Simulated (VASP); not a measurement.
Wanted: the native input for a VASP 6.6.1 run.

```yaml
Task: single point
Functional: PBE
Potentials_or_basis: VASP PAW PBE potentials, release 64 (Li_sv, Be)
Cutoff: 520 eV
k_mesh: 12 × 12 × 12
Occupations: gaussian, width 0.1 eV
Spin: no spin polarisation
Dipole_correction: no
Further_INCAR_settings: ALGO = Normal; EDIFF = 1e-06; NBANDS = 14
```

The structure of LiBe4 lies in POSCAR:

```
LiBe4
1.0
    1.8272118939      1.0549412788      3.7370843112
   -1.8272118939      1.0549412788      3.7370843112
    0.0000000000     -2.1098825577      3.7370843112
Li Be
1 4
Direct
    0.5000000000      0.5000000000      0.5000000000
    0.9062494663      0.9062494663      0.9062494663
    0.0937505337      0.0937505337      0.0937505337
    0.7011731271      0.7011731271      0.7011731271
    0.2988268729      0.2988268729      0.2988268729
```

One way to write it, as run:

INCAR

```
PREC = Accurate ; ENCUT = 520
EDIFF = 1E-6 ; ISMEAR = 0
SIGMA = 0.1 ; LREAL = False
LASPH = True ; NELM = 100
ALGO = Normal ; ISIF = 2
LWAVE = False ; LCHARG = False
GGA = PE ; NBANDS = 14
```

KPOINTS

```
Automatic mesh
0
Gamma
  12 12 12
```

Potentials or basis: VASP PAW PBE potentials, release 64 (Li_sv, Be).

Run with:

```console
$ cat potpaw_PBE.64/Li_sv/POTCAR potpaw_PBE.64/Be/POTCAR > POTCAR
$ mpirun -np 1 vasp_std > vasp.out
```

Results of the run:

```
Largest force : 0.003 eV/Å
```

Wall time 65 s on 1 thread of Intel(R) Xeon(R) Platinum 8375C CPU @ 2.90GHz (Ice Lake), on a shared host, peak memory 0.23 GiB.
